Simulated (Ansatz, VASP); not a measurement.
Two plane-wave programs on HfO2

Contents of POSCAR:

```
HfO2
1.0
    4.9349677085      0.0000000000      0.0000000000
    0.0000000000      4.9349677085      0.0000000000
    0.0000000000      0.0000000000      3.1826373119
Hf O
2 4
Direct
    0.0000000000      0.0000000000      0.0000000000
    0.5000000000      0.5000000000      0.5000000000
    0.1951977744      0.8048022256      0.5000000000
    0.3048022256      0.3048022256      0.0000000000
    0.6951977744      0.6951977744      0.0000000000
    0.8048022256      0.1951977744      0.5000000000
```

File INCAR.step1:

```
PREC = Accurate ; ENCUT = 520
ISMEAR = 0 ; SIGMA = 0.02
LREAL = F ; LASPH = T
NELM = 100 ; NBANDS = 31
GGA = PE ; ALGO = Normal
EDIFF = 1E-4 ; LWAVE = T
LCHARG = F
```

Contents of INCAR.step2:

```
PREC = Accurate ; ENCUT = 520
EDIFF = 1E-6 ; ISMEAR = 0
SIGMA = 0.02 ; LREAL = F
LASPH = T ; NELM = 100
ALGO = Normal ; ISIF = 2
LWAVE = F ; LCHARG = F
METAGGA = R2SCAN ; LMIXTAU = T
NBANDS = 31 ; ISTART = 1
```

The input KPOINTS:

```
Automatic mesh
0
Gamma
  6 6 8
```

Input for Ansatz:

```yaml
crystal:
  lattice:
    - [4.9349677085, 0.0, 0.0]
    - [0.0, 4.9349677085, 0.0]
    - [0.0, 0.0, 3.1826373119]
  atoms:
    - { symbol: Hf, position: [0.0, 0.0, 0.0] }
    - { symbol: Hf, position: [0.5, 0.5, 0.5] }
    - { symbol: O, position: [0.1951977744, 0.8048022256, 0.5] }
    - { symbol: O, position: [0.3048022256, 0.3048022256, 0.0] }
    - { symbol: O, position: [0.6951977744, 0.6951977744, 0.0] }
    - { symbol: O, position: [0.8048022256, 0.1951977744, 0.5] }
basis:
  ecutwfc: 500
kpoints:
  mp_grid: { grid: [6, 6, 8] }
  band_path: { path: [VBM, CBM], npoints: 2 }
hamiltonian:
  xc: r2scan
scf:
  occupations: { method: gaussian, width: 0.02 }
output:
  forces: true
  stress: true
  eigenvalues: true
checkpoint:
  read: start.run
  write: ck
  compress: false
  write_wavefunctions: false
  write_every: 100000
```

Alike in both runs: task single point; functional r2SCAN; k mesh 6 × 6 × 8; occupations gaussian, width 0.02 eV; no spin polarisation.

|  | VASP | Ansatz |
| --- | --- | --- |
| version | VASP 6.6.1 | Ansatz 0.2.0 |
| potentials or method | VASP PAW PBE potentials, release 64 (Hf_pv, O), cutoff 520 eV | scalar-relativistic, plane waves, PAW |
| valence electrons in the cell | 44 | 76 |

```tsv
	VASP	Ansatz	Ansatz less VASP
gap on the k mesh at the Fermi level (eV)	4.33	4.39	+0.062
least direct gap on the mesh (eV)	4.33	4.39	+0.062
pressure (GPa)	-7.9	-4.9	+3.02
traceless stress, the component that is largest in VASP (GPa)	4.35	4.89	+0.537
rms of the force components (eV/Å)	0.034	0.001	-0.0336
```

VASP's potentials were made for PBE, not for r2SCAN. Atom by atom the forces differ by 0.034 eV/Å (rms over components). VASP's potentials hold 44 valence electrons a cell and Ansatz's 76, so a difference there can come from the potentials and not from the codes.

Spin-orbit coupling is off throughout.
